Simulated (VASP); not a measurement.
Here is a VASP 6.6.1 calculation.

INCAR

```
SYSTEM = MgGe2
ALGO = Normal
EDIFF = 1E-6
EDIFFG = -0.04
ENCUT = 600
GGA = PE
IBRION = 2
ISIF = 3
ISMEAR = 0
LASPH = .TRUE.
LCHARG = .FALSE.
LREAL = .FALSE.
LWAVE = .FALSE.
NELM = 100
NSW = 90
PREC = Accurate
SIGMA = 0.1
```

Contents of KPOINTS:

```
k-points
0
G
  4 4 6
  0 0 0
```

The input POSCAR:

```
MgGe2
1.0
    3.8024836900      0.0000000000      0.0000000000
    0.0000000000      3.8024836900      0.0000000000
    0.0000000000      0.0000000000      3.0202406900
Mg Ge
1 2
Direct
    0.0000000000      0.0000000000      0.5000000000
    0.0000000000      0.5000000000      0.0000000000
    0.5000000000      0.0000000000      0.0000000000
```

Potentials or basis: VASP PAW PBE potentials, release 64 (Mg, Ge_d).

The run is started by

```console
$ cat potpaw_PBE.64/Mg/POTCAR potpaw_PBE.64/Ge_d/POTCAR > POTCAR
$ mpirun -np 1 vasp_std > vasp.out
```

(1) Predict the relaxed volume.

(2) Predict the space group after relaxing (to 0.05 Å).

Answers

(1) 21.68 Å³/atom.

(2) P4/mmm (No. 123).

Caveat: the k points lie up to 0.36 Å⁻¹ apart in the final cell; the volume moved by over 15 % at a fixed basis, so the end points are rough.
